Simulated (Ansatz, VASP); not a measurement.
N: VASP beside Ansatz

File INCAR:

```
SYSTEM = N
PREC = Accurate
ENCUT = 520
EDIFF = 1E-7
ISMEAR = 0
SIGMA = 0.15
LREAL = .False.
LASPH = .True.
NELM = 100
ALGO = Normal
ISIF = 2
LWAVE = .False.
LCHARG = .False.
GGA = CA
NBANDS = 12
```

Contents of KPOINTS:

```
Automatic mesh
0
Gamma
  15 15 8
  0 0 0
```

The input POSCAR:

```
N
1.0
    3.9193217816      0.0000000000      0.0000000000
   -1.9596608908      3.3942322285      0.0000000000
    0.0000000000      0.0000000000      6.3612000000
N
2
Direct
    0.3333333333      0.6666666667      0.2500000000
    0.6666666667      0.3333333333      0.7500000000
```

Input for Ansatz:

```yaml
crystal:
  lattice:
    - [3.9193217816, 0.0, 0.0]
    - [-1.9596608908, 3.3942322285, 0.0]
    - [0.0, 0.0, 6.3612]
  atoms:
    - { symbol: "N", position: [0.3333333333, 0.6666666667, 0.25] }
    - { symbol: "N", position: [0.6666666667, 0.3333333333, 0.75] }
basis:
  ecutwfc: 420
kpoints:
  mp_grid: { grid: [15, 15, 8] }
hamiltonian:
  xc: lda
scf:
  occupations: { method: gaussian, width: 0.15 }
output:
  forces: true
  stress: true
  eigenvalues: true
```

Change from the starting cell: strain +0.080 along x and y, +0.080 along z, atoms carried along.

Alike in both runs: task single point; functional LDA; k mesh 15 × 15 × 8; occupations gaussian, width 0.15 eV; no spin polarisation.

|  | VASP | Ansatz |
| --- | --- | --- |
| version | VASP 6.6.1 | Ansatz 0.2.0 |
| potentials or method | VASP PAW LDA potentials, release 64 (N), cutoff 520 eV | scalar-relativistic, plane waves, PAW |
| valence electrons in the cell | 10 | 10 |

VASP gave:

| Item | Value |
| --- | --- |
| gap on the k mesh at the Fermi level (eV) | none |
| pressure (GPa) | -4.8 |
| traceless stress, the component that is largest in VASP (GPa) | -0.06 |

What did Ansatz give for the same quantities?

gap on the k mesh at the Fermi level (eV): none; pressure (GPa): -4.7; traceless stress, the component that is largest in VASP (GPa): -0.06.

LDA's correlation is that of Perdew and Zunger in VASP and of Perdew and Wang (1992) in Ansatz. A gap of «none» marks a metal or a gap that the smearing closes.
